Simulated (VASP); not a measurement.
Wanted: the native input for a VASP 6.6.1 run.

| Item | Value |
| --- | --- |
| Task | single point |
| Functional | PBE |
| Potentials or basis | VASP PAW PBE potentials, release 64 (C, F) |
| Cutoff | 520 eV |
| k mesh | 2 × 2 × 1 |
| Occupations | gaussian, width 0.05 eV |
| Spin | collinear spin, zero start |
| Starting moments | [0.0, 0.0, 0.0, 0.0, 0.0, 0.0, 0.0, 0.0, 0.0, 0.0, 0.0, 0.0, 0.0, 0.0, 0.0, 0.0, 0.0, 0.0, 0.0] μB |
| Dipole correction | no |
| Further INCAR settings | LREAL = Auto; ALGO = Normal; EDIFF = 1e-07; NBANDS = 58 |

The structure of C18F lies in POSCAR:

```
C18F
1.0
    7.3980000000      0.0000000000      0.0000000000
   -3.6990000000      6.4068560000      0.0000000000
    0.0000000000      0.0000000000     12.0000000000
C F
18 1
Direct
   -0.0017582546     -0.0069809591      0.0830475833
    0.2196418770      0.1032707774      0.0788508333
   -0.0019389080      0.3255328355      0.0768605833
    0.2202496258      0.4367906817      0.0773177500
   -0.0007243357      0.6577497606      0.0797420000
    0.2201359238      0.7698660622      0.0771942500
    0.3313488872     -0.0073671080      0.0786697500
    0.5533396336      0.1037076532      0.0785454167
    0.3311796844      0.3258281441      0.0773130000
    0.5537255118      0.4373488338      0.0789053333
    0.3314858996      0.6589631482      0.0768939167
    0.5540475983      0.7701860320      0.0794798333
    0.6642700234     -0.0072166442      0.0795670833
    0.8868846974      0.1029759370      0.0794235833
    0.6644229274      0.3257060874      0.0786863333
    0.8871894302      0.4369100851      0.0771857500
    0.6639767154      0.6587725711      0.0830948333
    0.8879107069      0.7690787806      0.0979807500
    0.9148642233      0.7420688088      0.2487408333
```

One way to write it, as run:

INCAR

```
SYSTEM = C18F
PREC     = Accurate       ! precision mode
ENCUT    = 520            ! plane-wave cutoff, eV
EDIFF    = 1E-7           ! SCF threshold, eV
ISMEAR   = 0              ! smearing method
SIGMA    = 0.05           ! smearing width, eV
LREAL    = Auto         
LASPH    = .True.         ! aspherical terms in the spheres
NELM     = 150            ! most SCF steps
ALGO     = Normal         ! electronic algorithm
ISIF     = 2              ! what is computed and relaxed
LWAVE    = .False.        ! write WAVECAR
LCHARG   = .False.        ! write CHGCAR
ISPIN    = 2              ! spin polarisation
MAGMOM   = 0 0 0 0 0 0 0 0 0 0 0 0 0 0 0 0 0 0 0 ! initial moments
LORBIT   = 11             ! projections on sites
GGA      = PE             ! functional
NBANDS   = 58             ! bands
```

KPOINTS

```
regular mesh
0
Gamma
  2 2 1
  0 0 0
```

Potentials or basis: VASP PAW PBE potentials, release 64 (C, F).

Launch:

```bash
$ cat potpaw_PBE.64/C/POTCAR potpaw_PBE.64/F/POTCAR > POTCAR
$ mpirun -np 1 vasp_std > vasp.out
```

Results of the run:

```json
{
 "Largest force": "0.468 eV/Å",
 "Net moment": "0.00 μB per cell",
 "Valence electrons inside the program's atomic spheres": "C 2.64, 2.65, 2.55 (each value once); F 6.00"
}
```

Caveat: the k points lie up to 0.49 Å⁻¹ apart; there is no dipole correction, which matters where the two faces differ; no moment was typed at the start, so none could form.

Run time: 15 min on 1 thread of Oxide Virtual Turin-like Processor (shared host), peak memory 0.82 GiB.
